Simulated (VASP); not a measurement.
Wanted: the native input for a VASP 6.6.1 run.

| Property | Result |
| --- | --- |
| Task | relaxation of cell and atoms |
| Functional | PBEsol |
| Potentials or basis | VASP PAW PBE potentials, release 64 (Co) |
| Cutoff | 600 eV |
| k mesh | 18 × 18 × 18 |
| Occupations | fermi-dirac, width 0.08 eV |
| Spin | collinear spin, ferromagnetic start |
| Starting moments | [1.7] μB |
| Target pressure | 34 GPa |
| Dipole correction | no |
| Further INCAR settings | ALGO = Normal; EDIFF = 1e-06; IBRION = 2; EDIFFG = -0.005; NSW = 60; ISIF = 3 |

The structure of Co lies in POSCAR:

```
Co
1.0
    2.1479982030      0.0000000000      0.0000000000
    0.0000000000      2.1479982030      0.0000000000
    0.0000000000      0.0000000000      2.1479982030
Co
1
Direct
    0.0000000000      0.0000000000      0.0000000000
```

These files were run (other wordings do the same):

INCAR

```
SYSTEM = Co
  PREC = Accurate
  ENCUT = 600
  EDIFF = 1E-6
  ISMEAR = -1
  SIGMA = 0.08
  LREAL = .FALSE.
  LASPH = .TRUE.
  NELM = 150
  ALGO = Normal
  ISIF = 3
  LWAVE = .FALSE.
  LCHARG = .FALSE.
  ISPIN = 2
  MAGMOM = 1.7
  LORBIT = 11
  LMAXMIX = 4
  GGA = PS
  IBRION = 2
  NSW = 60
  EDIFFG = -0.005
  PSTRESS = 340.0
```

KPOINTS

```
Automatic mesh
0
G
  18 18 18
  0 0 0
```

Potentials or basis: VASP PAW PBE potentials, release 64 (Co).

Command:

```console
$ cat potpaw_PBE.64/Co/POTCAR > POTCAR
$ mpirun -np 1 vasp_std > vasp.out
```

Results of the run:

- Relaxed volume: 10.32 Å³/atom
- Relaxed cell: a = 2.177 Å, b = 2.177 Å, c = 2.177 Å, α = 90.00°, β = 90.00°, γ = 90.00°
- Space group after relaxing (to 0.05 Å): Pm-3m (No. 221)
- Energy change on relaxing (the enthalpy is what falls): -103.3 meV/atom
- Ionic steps: 4
- Pressure after relaxing: 34.0 GPa
- Net moment: 1.42 μB per cell
- Site moments: Co +1.41 μB
- Valence electrons inside the program's atomic spheres: Co 8.58

Caveat: the cell is relaxed towards a set pressure, so the enthalpy falls and the energy may rise; the PAW data sets were made with another functional, which shifts forces and pressure a little.

It took 46 s on 1 thread of Intel(R) Xeon(R) 6975P-C (Granite Rapids), on a shared host, peak memory 0.17 GiB.
